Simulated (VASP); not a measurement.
# Ag (Im-3m) in VASP: single point with PBE

Aim: the single point of Ag with PBE.

Everything below comes from runs of VASP 6.6.1. Logs are shortened: lines on timing, memory, paths and dates and some standing lists are left out, and cuts for length are marked.

## 1. The cell of the first run

Symmetry: Im-3m, No. 229, cubic system. The conventional cell has a = 3.345 Å, b = 3.345 Å, c = 3.345 Å, α = 90.00°, β = 90.00°, γ = 90.00°. Within 3.8 Å of Ag (site symmetry m-3m) lie 14 Ag at 2.90 to 3.34 Å.

## 2. Single point, PBE (Pd replaced by Ag, lengths x 1.026, strained)

Input file INCAR:

```
PREC     = Accurate       # precision mode
ENCUT    = 520            # plane-wave cutoff, eV
EDIFF    = 1E-6           # SCF threshold, eV
ISMEAR   = 0              # smearing method
SIGMA    = 0.1            # smearing width, eV
LREAL    = False          # projectors in reciprocal space
LASPH    = True           # aspherical terms in the spheres
NELM     = 100            # most SCF steps
ALGO     = Normal         # electronic algorithm
ISIF     = 2              # what is computed and relaxed
LWAVE    = False          # write WAVECAR
LCHARG   = False          # write CHGCAR
GGA      = PE             # functional
NBANDS   = 12             # bands
```

Input file KPOINTS:

```
Automatic mesh
0
Gamma
  18 18 18
```

Input file POSCAR:

```
Ag
1.0
   -1.6722797683      1.6722797683      1.6722797683
    1.6722797683     -1.6722797683      1.6722797683
    1.6722797683      1.6722797683     -1.6722797683
Ag
1
Direct
    0.0000000000      0.0000000000      0.0000000000
```

Potentials or basis: VASP PAW PBE potentials, release 64 (Ag).

Launch:

```console
cat potpaw_PBE.64/Ag/POTCAR > POTCAR
mpirun -np 1 vasp_std > vasp.out
```

OUTCAR:

```text
PREC = Accurate
   ENCUT = 520
   EDIFF = 1E-6
   ISMEAR = 0
   LREAL = False
   LASPH = True
   NELM = 100
   ISIF = 2
   GGA = PE

 ion  position               nearest neighbor table
   1  0.000  0.000  0.000-

  LATTYP: Found a body centered cubic cell.
 ALAT       =     3.3445595366

  Lattice vectors:

 A1 = (  -1.6722797683,   1.6722797683,   1.6722797683)
 A2 = (   1.6722797683,  -1.6722797683,   1.6722797683)
 A3 = (   1.6722797683,   1.6722797683,  -1.6722797683)

Analysis of symmetry for initial positions (statically):
=====================================================================
 Subroutine PRICEL returns:
 Original cell was already a primitive cell.

 Routine SETGRP: Setting up the symmetry group for a
 body centered cubic supercell.

 Subroutine GETGRP returns: Found 48 space group operations
 (whereof 48 operations were pure point group operations)
 out of a pool of 48 trial point group operations.

The static configuration has the point symmetry O_h .

Analysis of symmetry for dynamics (positions and initial velocities):
=====================================================================
 Subroutine PRICEL returns:
 Original cell was already a primitive cell.

 Routine SETGRP: Setting up the symmetry group for a
 body centered cubic supercell.

 Subroutine GETGRP returns: Found 48 space group operations
 (whereof 48 operations were pure point group operations)
 out of a pool of 48 trial point group operations.

The dynamic configuration has the point symmetry O_h .

 Subroutine INISYM returns: Found 48 space group operations
 (whereof 48 operations are pure point group operations),
 and found     1 'primitive' translations

----------------------------------------------------------------------------------------

                                     Primitive cell

  volume of cell :      18.7063

  direct lattice vectors                    reciprocal lattice vectors
    -1.672279768  1.672279768  1.672279768     0.000000000  0.298993033  0.298993033
     1.672279768 -1.672279768  1.672279768     0.298993033  0.000000000  0.298993033
     1.672279768  1.672279768 -1.672279768     0.298993033  0.298993033  0.000000000

  length of vectors
     2.896473523  2.896473523  2.896473523     0.422840002  0.422840002  0.422840002

  position of ions in fractional coordinates (direct lattice)
     0.000000000  0.000000000  0.000000000

  ion indices of the primitive-cell ions
   primitive index   ion index
                 1           1

----------------------------------------------------------------------------------------

 KPOINTS: Automatic mesh

Automatic generation of k-mesh.
 Grid dimensions read from file:
 generate k-points for:   18   18   18

 Generating k-lattice:

  Cartesian coordinates                     Fractional coordinates (reciprocal lattice)
     0.000000000  0.016610724  0.016610724     0.055555556  0.000000000  0.000000000
     0.016610724  0.000000000  0.016610724     0.000000000  0.055555556  0.000000000
     0.016610724  0.016610724  0.000000000     0.000000000  0.000000000  0.055555556

  Length of vectors
     0.023491111  0.023491111  0.023491111

  Shift w.r.t. Gamma in fractional coordinates (k-lattice)
     0.000000000  0.000000000  0.000000000

 Subroutine IBZKPT returns following result:
 ===========================================

 Found    195 irreducible k-points:

 Following reciprocal coordinates:
            Coordinates               Weight
  0.000000  0.000000  0.000000      1.000000
  0.055556  0.000000  0.000000     12.000000
  0.111111  0.000000  0.000000     12.000000
  0.166667  0.000000  0.000000     12.000000
  0.222222  0.000000  0.000000     12.000000
  0.277778  0.000000  0.000000     12.000000
[... 16 lines left out ...]
  0.333333  0.111111 -0.000000     48.000000
  0.388889  0.111111  0.000000     48.000000
 [... further k-points ...]
   k-points           NKPTS =    195   k-points in BZ     NKDIM =    195   number of bands    NBANDS=     12
   number of dos      NEDOS =    301   number of ions     NIONS =      1
   total plane-waves  NPLWV =  13824
   dimension x,y,z NGX =    24 NGY =   24 NGZ =   24
   dimension x,y,z NGXF=    48 NGYF=   48 NGZF=   48
   ions per type =               1
   NGX,Y,Z   is equivalent  to a cutoff of  13.78, 13.78, 13.78 a.u.
   NGXF,Y,Z  is equivalent  to a cutoff of  27.55, 27.55, 27.55 a.u.
 SYSTEM =  unknown system
   PREC   = accura    normal or accurate (medium, high low for compatibility)
   ISTART =      0    job   : 0-new  1-cont  2-samecut
   ICHARG =      2    charge: 1-file 2-atom 10-const
   ISPIN  =      1    spin polarized calculation?
   LNONCOLLINEAR =      F non collinear calculations
   LSORBIT =      F    spin-orbit coupling
   LASPH  =      T    aspherical Exc in radial PAW
   ENCUT  =  520.0 eV  38.22 Ry    6.18 a.u.   5.39  5.39  5.39*2*pi/ulx,y,z
   NELM   =    100;   NELMIN=  2; NELMDL= -5     # of ELM steps
   EDIFF  = 0.1E-05   stopping-criterion for ELM
   LREAL  =      F    real-space projection
   EDIFFG = 0.1E-04   stopping-criterion for IOM
   NSW    =      0    number of steps for IOM
   IBRION =     -1    ionic relax: 0-MD 1-quasi-New 2-CG
   NFREE  =      0    steps in history (QN), initial steepest desc. (CG)
   ISIF   =      2    stress and relaxation
   ISYM   =      2    0-nonsym 1-usesym 2-fastsym
   POTIM  = 0.5000    time-step for ionic-motion
   TEBEG  =    0.0;   TEEND  =   0.0 temperature during run
   PSTRESS=    0.0 pullay stress
   NELECT =      11.0000    total number of electrons
   NUPDOWN=      -1.0000    fix difference up-down
   EMIN   =  10.00;   EMAX   =-10.00  energy-range for DOS
   EFERMI =   0.00;   METHOD = LEGACY
   ISMEAR =     0;   SIGMA  =   0.10  broadening in eV -4-tet -1-fermi 0-gaus
   EFERMI_NEDOS =   21; number of points for ismear=-14 and -15
   IALGO  =     38    algorithm
   IMIX   =      4    mixing-type and parameters
     AMIX     =   0.40;   BMIX     =  1.00
     AMIX_MAG =   1.60;   BMIX_MAG =  1.00
  volume/ion in A,a.u.               =      18.71       126.24
  Fermi-wavevector in a.u.,A,eV,Ry     =   1.371545  2.591845 25.594413  1.881136
  Thomas-Fermi vector in A             =   2.497232
   LORBIT       =      0    0 simple, 1 ext, 2 COOP (PROOUT), +10 PAW based schemes
   GGA     = PE    functional components
   LHFCALC =     F    Hartree Fock is set to
   AEXX    =    0.0000 exact exchange contribution
   IVDW    =     0    specifies the selected vdW correction
   LEPSILON=     F    determine dielectric tensor
   LRPA    =     F    only Hartree local field effects (RPA)
 non-spin polarized calculation
 Gauss-broadening in eV      SIGMA  =   0.10
  energy-cutoff  :      520.00
  volume of cell :       18.71
 maximum number of plane-waves:       531
 NGX is ok and might be reduce to    24
   NGX = 11   NGY = 11   NGZ = 11

 number of electron      10.9999997 magnetization

 Free energy of the ion-electron system (eV)
  ---------------------------------------------------
  ext. energy  EPLUGINS =         0.00000000
  ---------------------------------------------------
  free energy    TOTEN  =        -2.67577195 eV

  energy without entropy =       -2.67388076  energy(sigma->0) =       -2.67482635

 E-fermi :   7.2425     XC(G=0): -11.6634

 val. band max:        7.2328366094   @ k =  -0.3889   0.4444   0.1111
 cond. band min:       7.3345622518   @ k =  -0.3333   0.3889   0.2222
 fundamental gap:      0.1017256424
 Fermi energy:         7.2425157492

 k-point     1 :       0.0000    0.0000    0.0000
  band No.  band energies     occupation
      1       0.1036      2.00000
      2       2.6180      2.00000
      3       2.6180      2.00000
      4       2.6180      2.00000
      5       3.7618      2.00000
      6       3.7618      2.00000
      7      24.8408      0.00000
      8      24.8408      0.00000
      9      24.8408      0.00000
     10      29.7684      0.00000
     11      29.7684      0.00000
     12      29.7684      0.00000

 k-point     2 :       0.0556    0.0000    0.0000
  band No.  band energies     occupation
      1       0.1987      2.00000
      2       2.5966      2.00000
      3       2.6220      2.00000
      4       2.6687      2.00000
      5       3.7384      2.00000
      6       3.7633      2.00000
      7      24.5439      0.00000
      8      24.7992      0.00000
      9      24.8891      0.00000
     10      28.6909      0.00000
     11      28.6947      0.00000
     12      29.1412      0.00000

 k-point     3 :       0.1111    0.0000    0.0000
  band No.  band energies     occupation
      1       0.4739      2.00000
      2       2.5356      2.00000
      3       2.6362      2.00000
      4       2.8171      2.00000
      5       3.6807      2.00000
      6       3.7681      2.00000
      7      23.5087      0.00000
      8      24.5259      0.00000
      9      25.0244      0.00000
     10      27.5182      0.00000
     11      27.8435      0.00000
     12      27.8843      0.00000
[... 286 lines left out ...]
 k-point    23 :       0.3333    0.1111   -0.0000
  band No.  band energies     occupation
      1       1.6077      2.00000
      2       2.0823      2.00000
      3       3.5344      2.00000
      4       3.6831      2.00000
      5       4.0647      2.00000
      6       6.2223      2.00000
      7      13.5263      0.00000
      8      19.0241      0.00000
      9      21.1335      0.00000
     10      26.3208      0.00000
     11      29.0488      0.00000
     12      30.1442      0.00000

 k-point    24 :       0.3889    0.1111    0.0000
  band No.  band energies     occupation
      1       1.5368      2.00000
      2       2.0314      2.00000
      3       3.6259      2.00000
      4       3.7110      2.00000
      5       4.2529      2.00000
      6       7.3955      0.03053
      7      11.8131      0.00000
      8      18.6671      0.00000
      9      20.7302      0.00000
     10      26.4328      0.00000
     11      29.0607      0.00000
     12      30.3551      0.00000

 [... further k-points ...]
[... 5 lines left out ...]
  --------------------------------------------------------------------------------------
  -------------------------------------------------------------------------------------
  Total       -0.3524870     -0.3524870     -0.3524870      0.0000000      0.0000000      0.0000000
  in kB      -30.1902592    -30.1902592    -30.1902592      0.0000000      0.0000000      0.0000000
  external PRESSURE =     -30.1902592 kB  Pullay stress =       0.0000000 kB

 VOLUME and BASIS-vectors are now :
 -----------------------------------------------------------------------------
  energy-cutoff  :      520.00
  volume of cell :       18.71
      direct lattice vectors                 reciprocal lattice vectors
    -1.672279768  1.672279768  1.672279768     0.000000000  0.298993033  0.298993033
     1.672279768 -1.672279768  1.672279768     0.298993033  0.000000000  0.298993033
     1.672279768  1.672279768 -1.672279768     0.298993033  0.298993033  0.000000000

 POSITION                                       TOTAL-FORCE (eV/Angst)
 -----------------------------------------------------------------------------------
      0.00000      0.00000      0.00000         0.000000      0.000000      0.000000
 -----------------------------------------------------------------------------------
    total drift:                                0.000000      0.000000      0.000000

  FREE ENERGIE OF THE ION-ELECTRON SYSTEM (eV)
  ---------------------------------------------------
  free  energy   TOTEN  =        -2.6757719466 eV

  energy  without entropy=       -2.6738807624  energy(sigma->0) =       -2.67482635
```

It took 19 s on 1 thread of Intel Xeon 6975P-C, shared host; peak memory 0.17 GiB.

Results:

* Free energy: -2.6758 eV
* Pressure: -3.0 GPa

Levels at points of the mesh, in eV from the Fermi level:
```tsv
k point	band 2	band 3	band 4	band 5	band 6	band 7	band 8	band 9	band 10	band 11
(0.00, 0.00, 0.00)	-4.62	-4.62	-4.62	-3.48	-3.48	17.60	17.60	17.60	22.53	22.53
(0.50, 0.00, 0.00)	-5.29	-3.53	-3.38	-2.62	0.12	3.61	12.97	13.65	18.85	19.85
(0.50, 0.50, 0.50)	-5.83	-2.83	-2.83	-2.83	6.62	6.62	6.62	11.54	12.70	12.70
```

Caveat: the cell differs from its parent crystal (Pd replaced by Ag, lengths x 1.026, strained).
